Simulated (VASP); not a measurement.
# RhC (zincblende type) (F-43m) in VASP: notebook, part 2 of 2

VASP 6.6.1. The steps go on from the part before.

## Step 4: Single point, PBE (10.22 Å³/atom)

This run uses another cell than the first one, of 10.22 Å³/atom.

Input file INCAR:

```
ALGO     = Normal         # electronic algorithm
EDIFF    = 1E-7           # SCF threshold, eV
ENCUT    = 520            # plane-wave cutoff, eV
GGA      = PE             # functional
ISIF     = 2              # what is computed and relaxed
ISMEAR   = -1             # smearing method
LASPH    = T              # aspherical terms in the spheres
LCHARG   = F              # write CHGCAR
LREAL    = F              # projectors in reciprocal space
LWAVE    = F              # write WAVECAR
NBANDS   = 16             # bands
NELM     = 100            # most SCF steps
PREC     = Accurate       # precision mode
SIGMA    = 0.1            # smearing width, eV
```

Input file KPOINTS:

```
k-points
0
Gamma
  14 14 14
```

Input file POSCAR:

```
RhC
1.0
    0.0000000000      2.1700609753      2.1700609753
    2.1700609753      0.0000000000      2.1700609753
    2.1700609753      2.1700609753      0.0000000000
Rh C
1 1
Direct
    0.0000000000      0.0000000000      0.0000000000
    0.2500000000      0.2500000000      0.2500000000
```

Potentials or basis: VASP PAW PBE potentials, release 64 (Rh_pv, C).

Run with:

```bash
$ cat potpaw_PBE.64/Rh_pv/POTCAR potpaw_PBE.64/C/POTCAR > POTCAR
$ mpirun -np 1 vasp_std > vasp.out
```

OUTCAR:

```text
EDIFF = 1E-7
   ENCUT = 520
   GGA = PE
   ISIF = 2
   ISMEAR = -1
   LASPH = T
   LREAL = F
   NELM = 100
   PREC = Accurate

 ion  position               nearest neighbor table
   1  0.000  0.000  0.000-   2 1.88   2 1.88   2 1.88   2 1.88
   2  0.250  0.250  0.250-   1 1.88   1 1.88   1 1.88   1 1.88

  LATTYP: Found a face centered cubic cell.
 ALAT       =     4.3401219506

  Lattice vectors:

 A1 = (   0.0000000000,   2.1700609753,   2.1700609753)
 A2 = (   2.1700609753,   0.0000000000,   2.1700609753)
 A3 = (   2.1700609753,   2.1700609753,   0.0000000000)

Analysis of symmetry for initial positions (statically):
=====================================================================
 Subroutine PRICEL returns:
 Original cell was already a primitive cell.

 Routine SETGRP: Setting up the symmetry group for a
 face centered cubic supercell.

 Subroutine GETGRP returns: Found 24 space group operations
 (whereof 24 operations were pure point group operations)
 out of a pool of 48 trial point group operations.

[... 152 lines left out ...]

 Free energy of the ion-electron system (eV)
  ---------------------------------------------------
  ext. energy  EPLUGINS =         0.00000000
  ---------------------------------------------------
  free energy    TOTEN  =       -14.91166023 eV

  energy without entropy =      -14.89311444  energy(sigma->0) =      -14.90238733

 E-fermi :  11.3598     XC(G=0): -13.3063

 val. band max:       11.2703613229   @ k =   0.5000   0.3571   0.0714
 cond. band min:      11.3887004137   @ k =   0.5000   0.4286   0.0714
 fundamental gap:      0.1183390908
 Fermi energy:        11.3597834216

 k-point     1 :       0.0000    0.0000    0.0000
  band No.  band energies     occupation
      1     -36.5429      2.00000
      2     -36.5429      2.00000
      3     -36.5429      2.00000
      4      -3.2015      2.00000
      5       3.6899      2.00000
      6       3.6899      2.00000
[... 433 lines left out ...]
      3     -36.5751      2.00000
      4      -2.0282      2.00000
      5       3.2779      2.00000
      6       4.4560      2.00000
[... 8 lines left out ...]
     15      26.7916      0.00000
     16      27.3280      0.00000

 [... further k-points ...]
[... 5 lines left out ...]
  --------------------------------------------------------------------------------------
  -------------------------------------------------------------------------------------
  Total        7.0324025      7.0324025      7.0324025     -0.0000000      0.0000000      0.0000000
  in kB      551.2752533    551.2752533    551.2752533     -0.0000000      0.0000000      0.0000000
  external PRESSURE =     551.2752533 kB  Pullay stress =       0.0000000 kB

 VOLUME and BASIS-vectors are now :
 -----------------------------------------------------------------------------
  energy-cutoff  :      520.00
  volume of cell :       20.44
      direct lattice vectors                 reciprocal lattice vectors
     0.000000000  2.170060975  2.170060975    -0.230408272  0.230408272  0.230408272
     2.170060975  0.000000000  2.170060975     0.230408272 -0.230408272  0.230408272
     2.170060975  2.170060975  0.000000000     0.230408272  0.230408272 -0.230408272

 POSITION                                       TOTAL-FORCE (eV/Angst)
 -----------------------------------------------------------------------------------
      0.00000      0.00000      0.00000         0.000000      0.000000      0.000000
      1.08503      1.08503      1.08503        -0.000000     -0.000000     -0.000000
 -----------------------------------------------------------------------------------
    total drift:                                0.000001      0.000001      0.000000

  FREE ENERGIE OF THE ION-ELECTRON SYSTEM (eV)
  ---------------------------------------------------
  free  energy   TOTEN  =       -14.9116602266 eV

  energy  without entropy=      -14.8931144411  energy(sigma->0) =      -14.90238733
```

OSZICAR:

```text
N       E                     dE             d eps       ncg     rms          rms(c)
DAV:   1     0.153955815427E+03    0.15396E+03   -0.11132E+04  3328   0.123E+03
DAV:   2    -0.140797531343E+02   -0.16804E+03   -0.16289E+03  4080   0.365E+02
DAV:   3    -0.174656790049E+02   -0.33859E+01   -0.33785E+01  3616   0.552E+01
DAV:   4    -0.174872557865E+02   -0.21577E-01   -0.21575E-01  4120   0.468E+00
DAV:   5    -0.174875409508E+02   -0.28516E-03   -0.28517E-03  3632   0.500E-01    0.297E+01
DAV:   6    -0.152827693666E+02    0.22048E+01   -0.79538E+00  3592   0.371E+01    0.699E+00
DAV:   7    -0.149271435566E+02    0.35563E+00   -0.18334E+00  3336   0.165E+01    0.721E+00
DAV:   8    -0.149132366520E+02    0.13907E-01   -0.37121E-02  4512   0.181E+00    0.192E+00
DAV:   9    -0.149116884859E+02    0.15482E-02   -0.36557E-03  3656   0.731E-01    0.769E-02
DAV:  10    -0.149116584089E+02    0.30077E-04   -0.32850E-04  4496   0.185E-01    0.234E-02
DAV:  11    -0.149116609807E+02   -0.25717E-05   -0.24461E-05  3608   0.558E-02    0.174E-02
DAV:  12    -0.149116599302E+02    0.10504E-05   -0.55199E-06  3528   0.244E-02    0.941E-03
DAV:  13    -0.149116601490E+02   -0.21878E-06   -0.14728E-07  3552   0.399E-03    0.579E-04
DAV:  14    -0.149116602266E+02   -0.77559E-07   -0.18740E-08  2248   0.127E-03
   1 F= -.14911660E+02 E0= -.14902387E+02  d E =-.185458E-01
```

stdout:

```text
POSCAR found type information on POSCAR RhC
 POSCAR found :  2 types and       2 ions
 scaLAPACK will be used
 LDA part: xc-table for (Slater+PW92), standard interpolation
 POSCAR, INCAR and KPOINTS ok, starting setup
 FFT: planning ... GRIDC
 FFT: planning ... GRID_SOFT
 FFT: planning ... GRID
 WAVECAR not read
 entering main loop
```

It took 37 s on 1 thread of Intel Xeon 8259CL, shared host; peak memory 0.16 GiB.

What came out:

```yaml
Free_energy: -14.9117 eV
Pressure: 55.1 GPa
Band_gap_on_the_k_mesh: zero (an odd number of electrons rules out a gap without spin polarisation)
```

Caveat: the cell stands under pressure.

The gap in the log of VASP goes by the Fermi energy; the results here count the filled bands.